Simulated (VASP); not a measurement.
Runs of VASP 6.6.1 on NiSb. The structure is that of space group P6_3/mmc (No. 194), or close to it. The cells are those of the table. 

| task | cell | k mesh | cutoff (eV) | gap on the mesh (eV) | pressure (GPa) |
| --- | --- | --- | --- | --- | --- |
| relaxation of cell and atoms | relaxed to 40 GPa from a = 3.708, b = 3.708, c = 4.808 Å, angles 90.0, 90.0, 120.0°, 4 atoms | 12 × 12 × 10 | 600 | none | 40.0 |
| single point | a = 3.976, b = 3.976, c = 5.157 Å, angles 90.0, 90.0, 120.0°, 4 atoms | 12 × 12 × 8 | 520 | none | -0.2 |
| single point | a = 3.936, b = 3.936, c = 5.188 Å, angles 90.0, 90.0, 120.0°, 4 atoms | 18 × 18 × 10 | 520 | none | (a) |
| single point | a = 3.857, b = 3.857, c = 5.250 Å, angles 90.0, 90.0, 120.0°, 4 atoms | 18 × 18 × 10 | 520 | none | 5.4 |
| single point | a = 3.710, b = 3.710, c = 4.791 Å, angles 90.0, 90.0, 120.0°, 4 atoms | 12 × 12 × 10 | 520 | none | 39.7 |

Alike in all rows: level PBE; potentials or basis VASP PAW PBE potentials, release 64 (Ni, Sb); no spin polarisation; smearing gaussian 0.1 eV.

Q: Estimate the missing entries.

A: (a) 1.5.

Caveats: spin-orbit coupling is left out, which moves the levels of the heavy elements; the cell is relaxed towards a set pressure, so the enthalpy falls and the energy may rise (some runs).

A k mesh can miss the band edges, and the runs leave out spin-orbit coupling on Sb.

A gap of «none» marks levels without a gap at the run's occupations.
